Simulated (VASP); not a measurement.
## BaTiO3: single point with r2SCAN+U

BaTiO3:

```
Ba Ti O
1.0
    -3.97301    0.00000   -3.97301
     0.00000   -3.97301    0.00000
    -3.97301    0.00000    3.97301
Ba Ti O
2 2 6
Direct
  0.00000 0.50000 0.50000
  0.50000 0.50000 0.00000
  0.00000 0.00000 0.00000
  0.50000 0.00000 0.50000
  0.75000 0.00000 0.75000
  0.25000 0.00000 0.25000
  0.00000 0.50000 0.00000
  0.50000 0.50000 0.50000
  0.75000 0.00000 0.25000
  0.25000 0.00000 0.75000
```

```
Program             : VASP 6.6.1
Task                : single point
Functional          : r2SCAN
Potentials or basis : VASP PAW PBE potentials, release 64 (Ba_sv, Ti_sv, O)
Cutoff              : 520 eV
k mesh              : 5 × 7 × 5
Occupations         : fermi-dirac, width 0.0397 eV
Spin                : no spin polarisation
Hubbard terms       : Ti d U = 3.46 eV
```

```
Pressure               : 8.1 GPa
Band gap on the k mesh : 2.65 eV
```

Levels at points of the mesh, in eV from the valence-band top:
| k point | band 38 | band 39 | band 40 | band 41 | band 42 | band 43 |
| --- | --- | --- | --- | --- | --- | --- |
| (0.00, 0.00, 0.00) | -0.17 | -0.16 | -0.09 | 2.65 | 2.65 | 2.65 |

Eigenvalues of the final occupation matrices:
```tsv
site	spin	trace	eigenvalues
site 3 d	1	0.78	0.10 0.10 0.10 0.24 0.24
site 3 d	2	0.78	0.10 0.10 0.10 0.24 0.24
site 4 d	1	0.78	0.10 0.10 0.10 0.24 0.24
site 4 d	2	0.78	0.10 0.10 0.10 0.24 0.24
```

Run time: 6 min on 1 thread of Intel(R) Xeon(R) 6975P-C (Granite Rapids), on a shared host, peak memory 0.32 GiB.

Caveat: the PAW data sets were made with another functional, which shifts forces and pressure a little; spin-orbit coupling is left out, which moves the levels of the heavy elements. A k mesh can miss the band edges.
